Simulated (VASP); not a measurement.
Set up this calculation in VASP 6.6.1, as the native input.

| Property | Result |
| --- | --- |
| Task | relaxation of cell and atoms |
| Functional | PBEsol |
| Potentials or basis | VASP PAW PBE potentials, release 64 (N, B) |
| Cutoff | 600 eV |
| k mesh | 13 × 13 × 13 |
| Occupations | fermi-dirac, width 0.05 eV |
| Spin | no spin polarisation |
| Dipole correction | no |
| Further INCAR settings | ALGO = Normal; EDIFF = 1e-07; IBRION = 2; EDIFFG = -0.02; NSW = 80; ISIF = 3 |

The structure of BN lies in POSCAR:

```
BN
1.0
    0.0000000000      1.8130010000      1.8130010000
    1.8130010000      0.0000000000      1.8130010000
    1.8130010000      1.8130010000      0.0000000000
N B
1 1
Direct
    0.2500000000      0.2500000000      0.2500000000
    0.0000000000      0.0000000000      0.0000000000
```

One way to write it, as run:

INCAR

```
PREC     = Accurate       # precision mode
ENCUT    = 600            # plane-wave cutoff, eV
EDIFF    = 1E-7           # SCF threshold, eV
ISMEAR   = -1             # smearing method
SIGMA    = 0.05           # smearing width, eV
LREAL    = False          # projectors in reciprocal space
LASPH    = True           # aspherical terms in the spheres
NELM     = 80             # most SCF steps
ALGO     = Normal         # electronic algorithm
ISIF     = 3              # what is computed and relaxed
LWAVE    = False          # write WAVECAR
LCHARG   = False          # write CHGCAR
GGA      = PS             # functional
IBRION   = 2              # ionic algorithm
NSW      = 80             # ionic steps
EDIFFG   = -0.02          # ionic threshold
```

KPOINTS

```
Automatic mesh
0
Gamma
  13 13 13
```

Potentials or basis: VASP PAW PBE potentials, release 64 (N, B).

Launch:

```sh
$ cat potpaw_PBE.64/N/POTCAR potpaw_PBE.64/B/POTCAR > POTCAR
$ mpirun -np 1 vasp_std > vasp.out
```

Results of the run:

The relaxed volume is 5.86 Å³/atom. The relaxed cell is a = 2.550 Å, b = 2.550 Å, c = 2.550 Å, α = 60.00°, β = 60.00°, γ = 60.00°. The space group after relaxing (to 0.05 Å) is F-43m (No. 216) and the energy gained by relaxing is 1.8 meV/atom. The ionic steps are 3. The pressure after relaxing is 0.0 GPa and the band gap on the k mesh is 4.36 eV, indirect (least direct gap 8.79 eV).

Caveat: the PAW data sets were made with another functional, which shifts forces and pressure a little.

Run time: 10 s on 1 thread of Intel(R) Xeon(R) 6975P-C (Granite Rapids), on a shared host, peak memory 0.12 GiB.
